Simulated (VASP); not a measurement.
# Nb (Fm-3m) in VASP: further runs

The runs below take Nb through single point, relaxation of volume and atoms at fixed shape, with LDA.

All numbers are computed with VASP 6.6.1; they aren't measurements. Logs are shortened: lines on timing, memory, paths and dates and some standing lists are left out, and cuts for length are marked.

## Step 1: The cell of the first run

Symmetry: Fm-3m, No. 225, cubic system. The conventional cell has a = 4.142 Å, b = 4.142 Å, c = 4.142 Å, α = 90.00°, β = 90.00°, γ = 90.00°. Within 3.9 Å of Nb (site symmetry m-3m) lie 12 Nb at 2.93 Å.

## Step 2: Single point, LDA

INCAR

```
SYSTEM = Nb
PREC     = Accurate       ! precision mode
ENCUT    = 520            ! plane-wave cutoff, eV
EDIFF    = 1E-6           ! SCF threshold, eV
ISMEAR   = 1              ! smearing method
SIGMA    = 0.1            ! smearing width, eV
LREAL    = .FALSE.        ! projectors in reciprocal space
LASPH    = .TRUE.         ! aspherical terms in the spheres
NELM     = 100            ! most SCF steps
ALGO     = Normal         ! electronic algorithm
ISIF     = 2              ! what is computed and relaxed
LWAVE    = .FALSE.        ! write WAVECAR
LCHARG   = .FALSE.        ! write CHGCAR
NBANDS   = 34             ! bands
```

KPOINTS

```
regular mesh
0
G
  6 6 6
  0 0 0
```

POSCAR

```
Nb
1.0
    4.1423438201      0.0000000000      0.0000000000
    0.0000000000      4.1423438201      0.0000000000
    0.0000000000      0.0000000000      4.1423438201
Nb
4
Direct
    0.0000000000      0.0000000000      0.0000000000
    0.0000000000      0.5000000000      0.5000000000
    0.5000000000      0.0000000000      0.5000000000
    0.5000000000      0.5000000000      0.0000000000
```

Potentials or basis: VASP PAW LDA potentials, release 64 (Nb_sv).

Run with:

```bash
> cat potpaw_LDA.64/Nb_sv/POTCAR > POTCAR
> mpirun -np 1 vasp_std > vasp.out
```

OUTCAR:

```text
SYSTEM = Nb
   PREC = Accurate
   ENCUT = 520
   EDIFF = 1E-6
   ISMEAR = 1
   LREAL = .FALSE.
   LASPH = .TRUE.
   NELM = 100
   ISIF = 2

 ion  position               nearest neighbor table
   1  0.000  0.000  0.000-   2 2.93   3 2.93   4 2.93   2 2.93   3 2.93   2 2.93   4 2.93   2 2.93
                             3 2.93   4 2.93   3 2.93   4 2.93
   2  0.000  0.500  0.500-   1 2.93   3 2.93   4 2.93   1 2.93   4 2.93   1 2.93   3 2.93   1 2.93
                             3 2.93   4 2.93   4 2.93   3 2.93
   3  0.500  0.000  0.500-   1 2.93   2 2.93   4 2.93   1 2.93   4 2.93   2 2.93   4 2.93   4 2.93
                             1 2.93   2 2.93   1 2.93   2 2.93
   4  0.500  0.500  0.000-   1 2.93   2 2.93   3 2.93   2 2.93   3 2.93   1 2.93   3 2.93   3 2.93
                             1 2.93   2 2.93   2 2.93   1 2.93

  LATTYP: Found a simple cubic cell.
 ALAT       =     4.1423438201

  Lattice vectors:

 A1 = (   4.1423438201,   0.0000000000,   0.0000000000)
 A2 = (   0.0000000000,   4.1423438201,   0.0000000000)
 A3 = (   0.0000000000,   0.0000000000,   4.1423438201)

Analysis of symmetry for initial positions (statically):
=====================================================================
 Subroutine PRICEL returns following result:

  LATTYP: Found a face centered cubic cell.
 ALAT       =     4.1423438201

  Lattice vectors:

 A1 = (   2.0711719100,  -2.0711719100,   0.0000000000)
 A2 = (   2.0711719100,   0.0000000000,   2.0711719100)
 A3 = (   0.0000000000,  -2.0711719100,   2.0711719101)

   4 primitive cells build up your supercell.

 Routine SETGRP: Setting up the symmetry group for a
 simple cubic supercell.

 Subroutine GETGRP returns: Found 48 space group operations
 (whereof 48 operations were pure point group operations)
 out of a pool of 48 trial point group operations.

The static configuration has the point symmetry O_h .

Analysis of symmetry for dynamics (positions and initial velocities):
=====================================================================
 Subroutine PRICEL returns following result:

  LATTYP: Found a face centered cubic cell.
 ALAT       =     4.1423438201

  Lattice vectors:

 A1 = (   2.0711719100,  -2.0711719100,   0.0000000000)
 A2 = (   2.0711719100,   0.0000000000,   2.0711719100)
 A3 = (   0.0000000000,  -2.0711719100,   2.0711719101)

   4 primitive cells build up your supercell.

 Routine SETGRP: Setting up the symmetry group for a
 simple cubic supercell.

 Subroutine GETGRP returns: Found 48 space group operations
 (whereof 48 operations were pure point group operations)
 out of a pool of 48 trial point group operations.

The dynamic configuration has the point symmetry O_h .

 Subroutine INISYM returns: Found 48 space group operations
 (whereof 48 operations are pure point group operations),
 and found     4 'primitive' translations

----------------------------------------------------------------------------------------

                                     Primitive cell

  volume of cell :      17.7696

  direct lattice vectors                    reciprocal lattice vectors
     2.071171910 -2.071171910  0.000000000     0.241409222 -0.241409222 -0.241409222
     2.071171910  0.000000000  2.071171910     0.241409222  0.241409222  0.241409222
     0.000000000 -2.071171910  2.071171910    -0.241409222 -0.241409222  0.241409222

  length of vectors
     2.929079405  2.929079405  2.929079405     0.418133038  0.418133038  0.418133038

  position of ions in fractional coordinates (direct lattice)
     0.000000000  0.000000000  0.000000000

  ion indices of the primitive-cell ions
   primitive index   ion index
                 1           1

----------------------------------------------------------------------------------------

 KPOINTS: regular mesh

Automatic generation of k-mesh.
 Grid dimensions read from file:
 generate k-points for:    6    6    6

 Generating k-lattice:

  Cartesian coordinates                     Fractional coordinates (reciprocal lattice)
     0.040234870  0.000000000  0.000000000     0.166666667  0.000000000  0.000000000
     0.000000000  0.040234870  0.000000000     0.000000000  0.166666667  0.000000000
     0.000000000  0.000000000  0.040234870     0.000000000  0.000000000  0.166666667

  Length of vectors
     0.040234870  0.040234870  0.040234870

  Shift w.r.t. Gamma in fractional coordinates (k-lattice)
     0.000000000  0.000000000  0.000000000

 Subroutine IBZKPT returns following result:
 ===========================================

 Found     20 irreducible k-points:

 Following reciprocal coordinates:
            Coordinates               Weight
  0.000000  0.000000  0.000000      1.000000
  0.166667  0.000000  0.000000      6.000000
  0.333333  0.000000  0.000000      6.000000
  0.500000  0.000000  0.000000      3.000000
  0.166667  0.166667  0.000000     12.000000
  0.333333  0.166667  0.000000     24.000000
[... 12 lines left out ...]
  0.500000  0.500000  0.333333      6.000000
  0.500000  0.500000  0.500000      1.000000
   k-points           NKPTS =     20   k-points in BZ     NKDIM =     20   number of bands    NBANDS=     34
   number of dos      NEDOS =    301   number of ions     NIONS =      4
   total plane-waves  NPLWV =  32768
   dimension x,y,z NGX =    32 NGY =   32 NGZ =   32
   dimension x,y,z NGXF=    64 NGYF=   64 NGZF=   64
   ions per type =               4
   NGX,Y,Z   is equivalent  to a cutoff of  12.84, 12.84, 12.84 a.u.
   NGXF,Y,Z  is equivalent  to a cutoff of  25.69, 25.69, 25.69 a.u.
 SYSTEM =  Nb
   PREC   = accura    normal or accurate (medium, high low for compatibility)
   ISTART =      0    job   : 0-new  1-cont  2-samecut
   ICHARG =      2    charge: 1-file 2-atom 10-const
   ISPIN  =      1    spin polarized calculation?
   LNONCOLLINEAR =      F non collinear calculations
   LSORBIT =      F    spin-orbit coupling
   LASPH  =      T    aspherical Exc in radial PAW
   ENCUT  =  520.0 eV  38.22 Ry    6.18 a.u.   7.70  7.70  7.70*2*pi/ulx,y,z
   NELM   =    100;   NELMIN=  2; NELMDL= -5     # of ELM steps
   EDIFF  = 0.1E-05   stopping-criterion for ELM
   LREAL  =      F    real-space projection
   EDIFFG = 0.1E-04   stopping-criterion for IOM
   NSW    =      0    number of steps for IOM
   IBRION =     -1    ionic relax: 0-MD 1-quasi-New 2-CG
   NFREE  =      0    steps in history (QN), initial steepest desc. (CG)
   ISIF   =      2    stress and relaxation
   ISYM   =      2    0-nonsym 1-usesym 2-fastsym
   POTIM  = 0.5000    time-step for ionic-motion
   TEBEG  =    0.0;   TEEND  =   0.0 temperature during run
   PSTRESS=    0.0 pullay stress
   NELECT =      52.0000    total number of electrons
   NUPDOWN=      -1.0000    fix difference up-down
   EMIN   =  10.00;   EMAX   =-10.00  energy-range for DOS
   EFERMI =   0.00;   METHOD = LEGACY
   ISMEAR =     1;   SIGMA  =   0.10  broadening in eV -4-tet -1-fermi 0-gaus
   EFERMI_NEDOS =   21; number of points for ismear=-14 and -15
   IALGO  =     38    algorithm
   IMIX   =      4    mixing-type and parameters
     AMIX     =   0.40;   BMIX     =  1.00
     AMIX_MAG =   1.60;   BMIX_MAG =  1.00
  volume/ion in A,a.u.               =      17.77       119.92
  Fermi-wavevector in a.u.,A,eV,Ry     =   1.475128  2.787588 29.606326  2.176004
  Thomas-Fermi vector in A             =   2.589815
   LORBIT       =      0    0 simple, 1 ext, 2 COOP (PROOUT), +10 PAW based schemes
   GGA     = CA    functional components
   LHFCALC =     F    Hartree Fock is set to
   AEXX    =    0.0000 exact exchange contribution
   IVDW    =     0    specifies the selected vdW correction
   LEPSILON=     F    determine dielectric tensor
   LRPA    =     F    only Hartree local field effects (RPA)
 non-spin polarized calculation
 Methfessel and Paxton  Order N= 1 SIGMA  =   0.10
  energy-cutoff  :      520.00
  volume of cell :       71.08
 maximum number of plane-waves:      1936
 NGX is ok and might be reduce to    32
   NGX = 15   NGY = 15   NGZ = 15

 number of electron      52.0000000 magnetization

 Free energy of the ion-electron system (eV)
  ---------------------------------------------------
  ext. energy  EPLUGINS =         0.00000000
  ---------------------------------------------------
  free energy    TOTEN  =       -43.53523876 eV

  energy without entropy =      -43.53273803  energy(sigma->0) =      -43.53440518

 E-fermi :  11.5637     XC(G=0): -12.7878

 val. band max:       11.5343100210   @ k =   0.3333   0.1667   0.1667
 cond. band min:      11.5914965998   @ k =   0.0000   0.0000   0.0000
 fundamental gap:      0.0571865788
 Fermi energy:        11.5637357659

 k-point     1 :       0.0000    0.0000    0.0000
  band No.  band energies     occupation
      1     -42.8858      2.00000
      2     -42.5571      2.00000
      3     -42.5571      2.00000
      4     -42.5571      2.00000
      5     -19.6511      2.00000
      6     -19.6511      2.00000
[... 26 lines left out ...]
     33      16.5136      0.00000
     34      16.8867      0.00000

 k-point     2 :       0.1667    0.0000    0.0000
  band No.  band energies     occupation
      1     -42.8642      2.00000
      2     -42.5796      2.00000
      3     -42.5569      2.00000
      4     -42.5569      2.00000
      5     -19.5989      2.00000
      6     -19.5989      2.00000
[... 26 lines left out ...]
     33      15.7856      0.00000
     34      16.3761      0.00000

 k-point     3 :       0.3333    0.0000    0.0000
  band No.  band energies     occupation
      1     -42.8049      2.00000
      2     -42.6406      2.00000
      3     -42.5565      2.00000
      4     -42.5565      2.00000
      5     -19.4539      2.00000
      6     -19.4539      2.00000
[... 26 lines left out ...]
     33      14.8503      0.00000
     34      14.9144      0.00000

 k-point     4 :       0.5000    0.0000    0.0000
  band No.  band energies     occupation
      1     -42.7231      2.00000
      2     -42.7231      2.00000
      3     -42.5563      2.00000
      4     -42.5563      2.00000
      5     -19.2505      2.00000
      6     -19.2505      2.00000
[... 26 lines left out ...]
     33      13.5334     -0.00000
     34      13.5336     -0.00000

 k-point     5 :       0.1667    0.1667    0.0000
  band No.  band energies     occupation
      1     -42.8439      2.00000
      2     -42.5778      2.00000
      3     -42.5778      2.00000
      4     -42.5582      2.00000
      5     -19.5477      2.00000
      6     -19.5380      2.00000
[... 473 lines left out ...]
 k-point    18 :       0.5000    0.3333    0.3333
  band No.  band energies     occupation
      1     -42.6593      2.00000
      2     -42.6593      2.00000
      3     -42.6176      2.00000
      4     -42.6176      2.00000
      5     -19.6586      2.00000
      6     -19.6586      2.00000
[... 26 lines left out ...]
     33      15.9993      0.00000
     34      16.0809      0.00000

 k-point    19 :       0.5000    0.5000    0.3333
  band No.  band energies     occupation
      1     -42.6382      2.00000
      2     -42.6382      2.00000
      3     -42.6382      2.00000
      4     -42.6382      2.00000
      5     -19.6798      2.00000
      6     -19.6798      2.00000
[... 26 lines left out ...]
     33      16.0310      0.00000
     34      16.0317      0.00000

 k-point    20 :       0.5000    0.5000    0.5000
  band No.  band energies     occupation
      1     -42.6378      2.00000
      2     -42.6378      2.00000
      3     -42.6378      2.00000
      4     -42.6378      2.00000
      5     -19.7501      2.00000
      6     -19.7501      2.00000
[... 26 lines left out ...]
     33      16.5276      0.00000
     34      16.5276      0.00000

------------------------ aborting loop because EDIFF is reached ----------------------------------------

  FORCE on cell =-STRESS in cart. coord.  units (eV):
  Direction    XX          YY          ZZ          XY          YZ          ZX
  --------------------------------------------------------------------------------------
  -------------------------------------------------------------------------------------
  Total        0.0027584      0.0027584      0.0027584      0.0000000      0.0000000     -0.0000000
  in kB        0.0621778      0.0621778      0.0621778      0.0000000      0.0000000     -0.0000000
  external PRESSURE =       0.0621778 kB  Pullay stress =       0.0000000 kB

 VOLUME and BASIS-vectors are now :
 -----------------------------------------------------------------------------
  energy-cutoff  :      520.00
  volume of cell :       71.08
      direct lattice vectors                 reciprocal lattice vectors
     4.142343820  0.000000000  0.000000000     0.241409222  0.000000000  0.000000000
     0.000000000  4.142343820  0.000000000     0.000000000  0.241409222  0.000000000
     0.000000000  0.000000000  4.142343820     0.000000000  0.000000000  0.241409222

 POSITION                                       TOTAL-FORCE (eV/Angst)
 -----------------------------------------------------------------------------------
      0.00000      0.00000      0.00000         0.000000      0.000000     -0.000000
      0.00000      2.07117      2.07117         0.000000     -0.000000     -0.000000
      2.07117      0.00000      2.07117         0.000000     -0.000000      0.000000
      2.07117      2.07117      0.00000        -0.000000      0.000000      0.000000
 -----------------------------------------------------------------------------------
    total drift:                                0.000000     -0.000000     -0.000000

  FREE ENERGIE OF THE ION-ELECTRON SYSTEM (eV)
  ---------------------------------------------------
  free  energy   TOTEN  =       -43.5352387596 eV

  energy  without entropy=      -43.5327380280  energy(sigma->0) =      -43.53440518
```

Run time: 14 s. Hardware: 1 thread of Intel Xeon 6975P-C (Granite Rapids), shared host; peak memory 0.16 GiB.

What came out:

| Quantity | Value |
| --- | --- |
| Free energy | -43.5352 eV |
| Pressure | 0.0 GPa |
| Band gap on the k mesh | zero (band 26 reaches 12.07 eV, above the bottom of band 27 at 10.43 eV) |

Levels at points of the mesh, in eV from the Fermi level:
| k point | band 22 | band 23 | band 24 | band 25 | band 26 | band 27 | band 28 | band 29 | band 30 | band 31 |
| --- | --- | --- | --- | --- | --- | --- | --- | --- | --- | --- |
| (0.00, 0.00, 0.00) | -3.62 | -3.62 | 0.03 | 0.03 | 0.03 | 2.81 | 2.81 | 3.96 | 3.96 | 3.96 |
| (0.50, 0.00, 0.00) | -2.15 | -1.18 | -1.18 | -1.18 | -1.18 | 0.63 | 0.63 | 1.91 | 1.91 | 1.97 |
| (0.50, 0.50, 0.00) | -1.28 | -1.28 | -1.28 | -1.13 | -1.13 | -1.13 | -1.13 | 1.29 | 1.29 | 1.29 |
| (0.50, 0.50, 0.50) | -0.19 | -0.19 | -0.19 | -0.19 | -0.19 | -0.19 | -0.19 | 1.64 | 1.64 | 1.64 |

## Step 3: Relaxation of volume and atoms at fixed shape, LDA

This run uses another cell than the first one, of 18.39 Å³/atom, 1.035 times its volume.

INCAR

```
SYSTEM = Nb
PREC     = Accurate       ! precision mode
ENCUT    = 600            ! plane-wave cutoff, eV
EDIFF    = 1E-7           ! SCF threshold, eV
ISMEAR   = 1              ! smearing method
SIGMA    = 0.1            ! smearing width, eV
LREAL    = .False.        ! projectors in reciprocal space
LASPH    = .True.         ! aspherical terms in the spheres
NELM     = 80             ! most SCF steps
ALGO     = Normal         ! electronic algorithm
ISIF     = 8              ! what is computed and relaxed
LWAVE    = .False.        ! write WAVECAR
LCHARG   = .False.        ! write CHGCAR
IBRION   = 2              ! ionic algorithm
NSW      = 80             ! ionic steps
EDIFFG   = -0.01          ! ionic threshold
```

KPOINTS

```
regular mesh
0
Gamma
  6 6 6
  0 0 0
```

POSCAR

```
Nb
1.0
    4.1900000000      0.0000000000      0.0000000000
    0.0000000000      4.1900000000      0.0000000000
    0.0000000000      0.0000000000      4.1900000000
Nb
4
Direct
    0.0000000000      0.0000000000      0.0000000000
    0.0000000000      0.5000000000      0.5000000000
    0.5000000000      0.0000000000      0.5000000000
    0.5000000000      0.5000000000      0.0000000000
```

Potentials or basis: VASP PAW LDA potentials, release 64 (Nb_sv).

Run with:

```bash
> cat potpaw_LDA.64/Nb_sv/POTCAR > POTCAR
> mpirun -np 1 vasp_std > vasp.out
```

Run time: 70 s. Hardware: 1 thread of Intel Xeon 6975P-C (Granite Rapids), shared host; peak memory 0.2 GiB.

Results (log left out):

- Free energy: -43.5364 eV
- Relaxed volume: 17.77 Å³/atom
- Relaxed cell: a = 4.143 Å, b = 4.143 Å, c = 4.143 Å, α = 90.00°, β = 90.00°, γ = 90.00°
- Space group after relaxing (to 0.05 Å): Fm-3m (No. 225)
- Energy gained by relaxing: 11.8 meV/atom
- Ionic steps: 4
- Pressure after relaxing: 0.0 GPa
- Band gap on the k mesh: zero (band 26 reaches 12.07 eV, above the bottom of band 27 at 10.43 eV)

The path:
```tsv
step	energy change (eV)	largest force (eV/Å)	pressure (GPa)	volume (Å³)
1	0.0000	0.0000	-5.98	73.56
2	0.1399	0.0000	13.54	66.49
3	-0.0471	0.0000	-0.15	71.15
4	-0.0471	0.0000	-0.02	71.10
```

Final structure:
```xyz
4
Lattice="4.1427 0.0000 0.0000 0.0000 4.1427 0.0000 0.0000 0.0000 4.1427" Properties=species:S:1:pos:R:3 pbc="T T T"
Nb    0.0000    0.0000    4.1427
Nb    0.0000    2.0714    2.0714
Nb    2.0714    4.1427    2.0714
Nb    2.0714    2.0714    0.0000
```

Levels at points of the mesh, in eV from the Fermi level:
| k point | band 24 | band 25 | band 26 | band 27 | band 28 | band 29 |
| --- | --- | --- | --- | --- | --- | --- |
| (0.00, 0.00, 0.00) | 0.03 | 0.03 | 0.03 | 2.80 | 2.80 | 3.96 |
| (0.50, 0.00, 0.00) | -1.18 | -1.18 | -1.18 | 0.63 | 0.63 | 1.91 |
| (0.50, 0.50, 0.00) | -1.28 | -1.13 | -1.13 | -1.13 | -1.13 | 1.29 |
| (0.50, 0.50, 0.50) | -0.19 | -0.19 | -0.19 | -0.19 | -0.19 | 1.64 |
